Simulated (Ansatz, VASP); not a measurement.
One calculation of ZnO, two programs

```
Zn O
1.0
     3.24940    0.00000    0.00000
    -1.62470    2.81406    0.00000
     0.00000    0.00000    5.20380
Zn O
2 2
Direct
  0.33333 0.66667 0.00048
  0.66667 0.33333 0.50048
  0.33333 0.66667 0.38162
  0.66667 0.33333 0.88162
```

Alike in both runs: functional PBE; k mesh 11 × 11 × 6; occupations fermi-dirac, width 0.02 eV; no spin polarisation.

Ansatz relaxed the structure, and its values are those at the end. VASP's run is a single point on that final structure, the one shown.

```csv
,VASP,Ansatz
version,VASP 6.6.1,Ansatz 0.2.0
potentials or method,"VASP PAW PBE potentials, release 64 (Zn, O)","plane-wave PAW, scalar-relativistic"
plane-wave cutoff (eV),520,420
valence electrons in the cell,36,36
```

|  | VASP | Ansatz | Ansatz less VASP |
| --- | --- | --- | --- |
| gap on the k mesh at the Fermi level (eV) | 0.79 | 0.80 | +0.015 |
| pressure (GPa) | 6.0 | 4.9 | -1.10 |

Ansatz's warnings: stress scf threshold loose.
